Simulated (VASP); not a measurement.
# GaAs (I-4m2) in VASP: further runs, part 2 of 2

VASP 6.6.1. The steps go on from the part before.

## Step 3: Single point, PBE (strain +0.0100 x Voigt [0, 0, 1, 0, 0, 0])

INCAR

```
SYSTEM = GaAs
PREC     = Accurate       ! precision mode
ENCUT    = 520            ! plane-wave cutoff, eV
EDIFF    = 1E-7           ! SCF threshold, eV
ISMEAR   = 0              ! smearing method
SIGMA    = 0.03           ! smearing width, eV
LREAL    = .FALSE.        ! projectors in reciprocal space
LASPH    = .TRUE.         ! aspherical terms in the spheres
NELM     = 100            ! most SCF steps
ALGO     = Normal         ! electronic algorithm
ISIF     = 2              ! what is computed and relaxed
LWAVE    = .FALSE.        ! write WAVECAR
LCHARG   = .FALSE.        ! write CHGCAR
GGA      = PE             ! functional
NBANDS   = 16             ! bands
```

KPOINTS

```
regular mesh
0
G
  10 10 10
  0 0 0
```

POSCAR

```
GaAs
1.0
    0.0000000000      2.8726922659      2.9014191886
    2.8726922659      0.0000000000      2.9014191886
    2.8726922659      2.8726922659      0.0000000000
Ga As
1 1
Direct
    0.0000000000      0.0000000000      0.0000000000
    0.7500000000      0.7500000000      0.7500000000
```

Potentials or basis: VASP PAW PBE potentials, release 64 (Ga_d, As).

Command:

```console
$ cat potpaw_PBE.64/Ga_d/POTCAR potpaw_PBE.64/As/POTCAR > POTCAR
$ mpirun -np 1 vasp_std > vasp.out
```

OUTCAR:

```text
SYSTEM = GaAs
   PREC = Accurate
   ENCUT = 520
   EDIFF = 1E-7
   ISMEAR = 0
   LREAL = .FALSE.
   LASPH = .TRUE.
   NELM = 100
   ISIF = 2
   GGA = PE

 ion  position               nearest neighbor table
   1  0.000  0.000  0.000-   2 2.50   2 2.50   2 2.50   2 2.50
   2  0.750  0.750  0.750-   1 2.50   1 2.50   1 2.50   1 2.50

  LATTYP: Found a body centered tetragonal cell.
 ALAT       =     4.0626003630
 C/A-ratio  =     1.4283556980

  Lattice vectors:

 A1 = (  -2.8726922659,   0.0000000000,   2.9014191886)
 A2 = (   2.8726922659,   0.0000000000,   2.9014191886)
 A3 = (   0.0000000000,   2.8726922659,  -2.9014191886)

Analysis of symmetry for initial positions (statically):
=====================================================================
 Subroutine PRICEL returns:
 Original cell was already a primitive cell.

 Routine SETGRP: Setting up the symmetry group for a
 body centered tetragonal supercell.

 Subroutine GETGRP returns: Found  8 space group operations
 (whereof  8 operations were pure point group operations)
 out of a pool of 16 trial point group operations.

The static configuration has the point symmetry D_2d.

Analysis of symmetry for dynamics (positions and initial velocities):
=====================================================================
 Subroutine PRICEL returns:
 Original cell was already a primitive cell.

 Routine SETGRP: Setting up the symmetry group for a
 body centered tetragonal supercell.

 Subroutine GETGRP returns: Found  8 space group operations
 (whereof  8 operations were pure point group operations)
 out of a pool of 16 trial point group operations.

The dynamic configuration has the point symmetry D_2d.

 Subroutine INISYM returns: Found  8 space group operations
 (whereof  8 operations are pure point group operations),
[... 104 lines left out ...]
   POTIM  = 0.5000    time-step for ionic-motion
   TEBEG  =    0.0;   TEEND  =   0.0 temperature during run
   PSTRESS=    0.0 pullay stress
   NELECT =      18.0000    total number of electrons
   NUPDOWN=      -1.0000    fix difference up-down
   EMIN   =  10.00;   EMAX   =-10.00  energy-range for DOS
   EFERMI =   0.00;   METHOD = LEGACY
   ISMEAR =     0;   SIGMA  =   0.03  broadening in eV -4-tet -1-fermi 0-gaus
   EFERMI_NEDOS =   21; number of points for ismear=-14 and -15
   IALGO  =     38    algorithm
   IMIX   =      4    mixing-type and parameters
     AMIX     =   0.40;   BMIX     =  1.00
     AMIX_MAG =   1.60;   BMIX_MAG =  1.00
  volume/ion in A,a.u.               =      23.94       161.58
  Fermi-wavevector in a.u.,A,eV,Ry     =   1.181479  2.232672 18.992281  1.395893
  Thomas-Fermi vector in A             =   2.317752
   LORBIT       =      0    0 simple, 1 ext, 2 COOP (PROOUT), +10 PAW based schemes
   GGA     = PE    functional components
   LHFCALC =     F    Hartree Fock is set to
   AEXX    =    0.0000 exact exchange contribution
   IVDW    =     0    specifies the selected vdW correction
   LEPSILON=     F    determine dielectric tensor
   LRPA    =     F    only Hartree local field effects (RPA)
 non-spin polarized calculation
 Gauss-broadening in eV      SIGMA  =   0.03
  energy-cutoff  :      520.00
  volume of cell :       47.89
 maximum number of plane-waves:      1311
   NGX = 15   NGY = 15   NGZ = 15

 number of electron      17.9999993 magnetization

 Free energy of the ion-electron system (eV)
  ---------------------------------------------------
  ext. energy  EPLUGINS =         0.00000000
  ---------------------------------------------------
  free energy    TOTEN  =        -8.27426283 eV

  energy without entropy =       -8.27425164  energy(sigma->0) =       -8.27425723

 E-fermi :   3.4595     XC(G=0):  -9.3287

 val. band max:        3.4199975983   @ k =   0.0000   0.0000   0.0000
 cond. band min:       3.4920526289   @ k =   0.0000   0.0000   0.0000
 fundamental gap:      0.0720550306
 Fermi energy:         3.4595108244

 k-point     1 :       0.0000    0.0000    0.0000
  band No.  band energies     occupation
      1     -11.3121      2.00000
      2     -11.3097      2.00000
      3     -11.3097      2.00000
      4     -11.2455      2.00000
      5     -11.2437      2.00000
      6      -8.9213      2.00000
[... 433 lines left out ...]
      3     -11.2793      2.00000
      4     -11.2568      2.00000
      5     -11.2380      2.00000
      6      -7.3545      2.00000
[... 8 lines left out ...]
     15      15.4608      0.00000
     16      15.7782      0.00000

 [... further k-points ...]
[... 5 lines left out ...]
  --------------------------------------------------------------------------------------
  -------------------------------------------------------------------------------------
  Total       -0.0711408     -0.0711408     -0.2449140      0.0000000      0.0000000      0.0000000
  in kB       -2.3801839     -2.3801839     -8.1941785      0.0000000      0.0000000      0.0000000
  external PRESSURE =      -4.3181821 kB  Pullay stress =       0.0000000 kB

 VOLUME and BASIS-vectors are now :
 -----------------------------------------------------------------------------
  energy-cutoff  :      520.00
  volume of cell :       47.89
      direct lattice vectors                 reciprocal lattice vectors
     0.000000000  2.872692266  2.901419189    -0.174052754  0.174052754  0.172329459
     2.872692266  0.000000000  2.901419189     0.174052754 -0.174052754  0.172329459
     2.872692266  2.872692266  0.000000000     0.174052754  0.174052754 -0.172329459

 POSITION                                       TOTAL-FORCE (eV/Angst)
 -----------------------------------------------------------------------------------
      0.00000      0.00000      0.00000         0.000000      0.000000     -0.000000
      4.30904      4.30904      4.35213        -0.000000     -0.000000      0.000000
 -----------------------------------------------------------------------------------
    total drift:                               -0.000002     -0.000002     -0.000001

  FREE ENERGIE OF THE ION-ELECTRON SYSTEM (eV)
  ---------------------------------------------------
  free  energy   TOTEN  =        -8.2742628277 eV

  energy  without entropy=       -8.2742516359  energy(sigma->0) =       -8.27425723
```

OSZICAR:

```text
N       E                     dE             d eps       ncg     rms          rms(c)
DAV:   1     0.833409065714E+02    0.83341E+02   -0.89222E+03  3344   0.152E+03
DAV:   2    -0.172206601810E+01   -0.85063E+02   -0.81293E+02  3752   0.313E+02
DAV:   3    -0.831935501615E+01   -0.65973E+01   -0.65764E+01  4048   0.666E+01
DAV:   4    -0.842091381112E+01   -0.10156E+00   -0.10155E+00  4008   0.915E+00
DAV:   5    -0.842238077093E+01   -0.14670E-02   -0.14669E-02  4128   0.987E-01    0.273E+00
DAV:   6    -0.828908433794E+01    0.13330E+00   -0.21042E-01  5032   0.744E+00    0.163E+00
DAV:   7    -0.827284553785E+01    0.16239E-01   -0.56451E-02  3936   0.164E+00    0.553E-01
DAV:   8    -0.827373784748E+01   -0.89231E-03   -0.95950E-03  3992   0.109E+00    0.920E-02
DAV:   9    -0.827414151124E+01   -0.40366E-03   -0.92412E-04  4032   0.377E-01    0.532E-02
DAV:  10    -0.827420792706E+01   -0.66416E-04   -0.67349E-05  4432   0.739E-02    0.288E-02
DAV:  11    -0.827426206533E+01   -0.54138E-04   -0.78332E-05  3736   0.641E-02    0.383E-03
DAV:  12    -0.827426240078E+01   -0.33546E-06   -0.12518E-06  4184   0.142E-02    0.159E-03
DAV:  13    -0.827426283229E+01   -0.43151E-06   -0.57207E-07  4072   0.549E-03    0.611E-04
DAV:  14    -0.827426282769E+01    0.46084E-08   -0.12056E-08  3200   0.116E-03
   1 F= -.82742628E+01 E0= -.82742572E+01  d E =-.111918E-04
```

stdout:

```text
POSCAR found type information on POSCAR GaAs
 POSCAR found :  2 types and       2 ions
 scaLAPACK will be used
 LDA part: xc-table for (Slater+PW92), standard interpolation
 POSCAR, INCAR and KPOINTS ok, starting setup
 FFT: planning ... GRIDC
 FFT: planning ... GRID_SOFT
 FFT: planning ... GRID
 WAVECAR not read
 entering main loop
```

It took 71 s on 1 thread of Intel Xeon 6975P-C, shared host; peak memory 0.23 GiB.

What came out:

```
Free energy            : -8.2743 eV
Pressure               : -0.4 GPa
Band gap on the k mesh : 0.07 eV, direct
```

Stress tensor (GPa, compression positive):
```
-0.24  0.00  0.00
 0.00 -0.24  0.00
 0.00  0.00 -0.82
```

Caveat: the cell differs from its parent crystal (strain +0.0100 x Voigt [0, 0, 1, 0, 0, 0]).

## Step 4: Single point, PBE (strain +0.0200 x Voigt [0, 0, 1, 0, 0, 0])

INCAR

```
PREC     = Accurate       # precision mode
ENCUT    = 520            # plane-wave cutoff, eV
EDIFF    = 1E-7           # SCF threshold, eV
ISMEAR   = 0              # smearing method
SIGMA    = 0.03           # smearing width, eV
LREAL    = False          # projectors in reciprocal space
LASPH    = True           # aspherical terms in the spheres
NELM     = 80             # most SCF steps
ALGO     = Normal         # electronic algorithm
ISIF     = 2              # what is computed and relaxed
LWAVE    = False          # write WAVECAR
LCHARG   = False          # write CHGCAR
GGA      = PE             # functional
NBANDS   = 16             # bands
```

KPOINTS

```
regular mesh
0
Gamma
  10 10 10
```

POSCAR

```
GaAs
1.0
    0.0000000000      2.8726922659      2.9301461112
    2.8726922659      0.0000000000      2.9301461112
    2.8726922659      2.8726922659      0.0000000000
Ga As
1 1
Direct
    0.0000000000      0.0000000000      0.0000000000
    0.7500000000      0.7500000000      0.7500000000
```

Command:

```console
$ cat potpaw_PBE.64/Ga_d/POTCAR potpaw_PBE.64/As/POTCAR > POTCAR
$ mpirun -np 1 vasp_std > vasp.out
```

Run time: 55 s. Hardware: 1 thread of Intel Xeon 6975P-C, shared host; peak memory 0.23 GiB.

Results (log left out):

```
Free energy            : -8.2705 eV
Pressure               : -1.0 GPa
Band gap on the k mesh : zero (filled and empty bands touch)
```

Stress tensor (GPa, compression positive):
```
-0.58  0.00  0.00
 0.00 -0.58  0.00
 0.00  0.00 -1.73
```

Levels at points of the mesh, in eV from the Fermi level:
```
           k point  band 6  band 7  band 8  band 9  band 10  band 11  band 12  band 13
(0.00, 0.00, 0.00)  -12.30   -0.11   -0.02    0.00     0.00     3.65     3.65     3.71
(0.50, 0.00, 0.00)  -10.74   -6.32   -1.16   -1.01     0.77     4.51     4.63     7.63
(0.50, 0.50, 0.00)  -10.13   -6.62   -2.40   -2.40     1.62     1.76     9.58     9.58
(0.50, 0.00, 0.50)  -10.06   -6.52   -2.53   -2.52     1.51     1.58     9.52     9.63
```

Caveat: the cell differs from its parent crystal (strain +0.0200 x Voigt [0, 0, 1, 0, 0, 0]).

## Step 5: Single point, PBE (strain +0.0175 x Voigt [0, 0, 1, 0, 0, 0])

INCAR

```
PREC = Accurate ; ENCUT = 520
EDIFF = 1E-6 ; ISMEAR = 0
SIGMA = 0.03 ; LREAL = False
LASPH = True ; NELM = 80
ALGO = Normal ; ISIF = 2
LWAVE = False ; LCHARG = True
GGA = PE ; LELF = True
LVHAR = True ; NBANDS = 16
```

KPOINTS

```
Automatic mesh
0
Gamma
  10 10 10
```

POSCAR

```
GaAs
1.0
    0.0000000000      2.8726922659      2.9229643806
    2.8726922659      0.0000000000      2.9229643806
    2.8726922659      2.8726922659      0.0000000000
Ga As
1 1
Direct
    0.0000000000      0.0000000000      0.0000000000
    0.7500000000      0.7500000000      0.7500000000
```

Command:

```console
$ cat potpaw_PBE.64/Ga_d/POTCAR potpaw_PBE.64/As/POTCAR > POTCAR
$ mpirun -np 1 vasp_std > vasp.out
```

Run time: 63 s. Hardware: 1 thread of Intel Xeon 6975P-C, shared host; peak memory 0.23 GiB.

The run converged. Its results:

```yaml
Free_energy: -8.2717 eV
Pressure: -0.9 GPa
```

Stress tensor (GPa, compression positive):
```
-0.51  0.00  0.00
 0.00 -0.51  0.00
 0.00  0.00 -1.53
```

Levels at points of the mesh, in eV from the Fermi level:
```csv
k point,band 6,band 7,band 8,band 9,band 10,band 11,band 12,band 13
"(0.00, 0.00, 0.00)",-12.32,-0.11,-0.01,-0.01,-0.01,3.65,3.65,3.70
"(0.50, 0.00, 0.00)",-10.75,-6.34,-1.15,-1.02,0.78,4.52,4.62,7.64
"(0.50, 0.50, 0.00)",-10.13,-6.63,-2.43,-2.43,1.61,1.74,9.60,9.60
"(0.50, 0.00, 0.50)",-10.07,-6.53,-2.54,-2.53,1.51,1.59,9.55,9.65
```

Caveat: the cell differs from its parent crystal (strain +0.0175 x Voigt [0, 0, 1, 0, 0, 0]).

## Step 6: The runs side by side

```csv
cell,gap on the mesh (eV),pressure (GPa)
"a = 4.093, b = 4.093, c = 4.063 Å, angles 60.2, 60.2, 59.5°, 2 atoms",0.03,-0.7
"a = 4.083, b = 4.083, c = 4.063 Å, angles 60.2, 60.2, 59.7°, 2 atoms",0.07,-0.4
"a = 4.103, b = 4.103, c = 4.063 Å, angles 60.3, 60.3, 59.3°, 2 atoms",none,-1.0
"a = 4.098, b = 4.098, c = 4.063 Å, angles 60.3, 60.3, 59.4°, 2 atoms",-,-0.9
```

Alike in all rows: task single point; level PBE; potentials or basis VASP PAW PBE potentials, release 64 (Ga_d, As); no spin polarisation; k mesh 10 × 10 × 10; cutoff (eV) 520; smearing gaussian 0.03 eV.

Total energies depend on the potentials used, so only differences within one code and one set of settings carry meaning.
